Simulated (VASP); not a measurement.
## CaGeS3: single point with PBEsol

Crystal: CaGeS3.

```xyz
5
Lattice="4.7084 0.0000 0.0000 0.0000 4.7084 0.0000 0.0000 0.0000 4.7084" Properties=species:S:1:pos:R:3 pbc="T T T"
Ca    0.0000    0.0000    0.0000
Ge    2.3542    2.3542    2.3542
S     2.3542    2.3542    0.0000
S     2.3542    0.0000    2.3542
S     0.0000    2.3542    2.3542
```

- Program: VASP 6.6.1
- Task: single point
- Functional: PBEsol
- Potentials or basis: VASP PAW PBE potentials, release 64 (Ca_sv, Ge_d, S)
- Cutoff: 520 eV
- k mesh: 6 × 6 × 6
- Occupations: fermi-dirac, width 0.03 eV
- Spin: no spin polarisation
- Dipole correction: no
- Further INCAR settings: ALGO = Normal; EDIFF = 1e-06; NBANDS = 29

```yaml
Pressure: 0.0 GPa
Band_gap_on_the_k_mesh: zero (bands 21 and 22 overlap by 1.35 eV)
```

Levels at points of the mesh, in eV from the Fermi level:
```tsv
k point	band 18	band 19	band 20	band 21	band 22	band 23	band 24	band 25
(0.00, 0.00, 0.00)	-0.98	-0.98	-0.71	-0.71	-0.71	2.90	2.90	3.09
(0.50, 0.00, 0.00)	-1.97	-1.86	-0.98	-0.98	1.27	2.73	3.69	4.53
(0.50, 0.50, 0.00)	-2.08	-2.08	-1.03	0.39	2.71	3.13	3.13	3.91
(0.50, 0.50, 0.50)	-0.99	0.53	0.53	0.53	2.58	2.63	2.63	2.63
```

Wall time 36 s on 1 thread of Intel(R) Xeon(R) Platinum 8375C CPU @ 2.90GHz (Ice Lake), on a shared host, peak memory 0.23 GiB.

Caveat: the PAW data sets were made with another functional, which shifts forces and pressure a little.
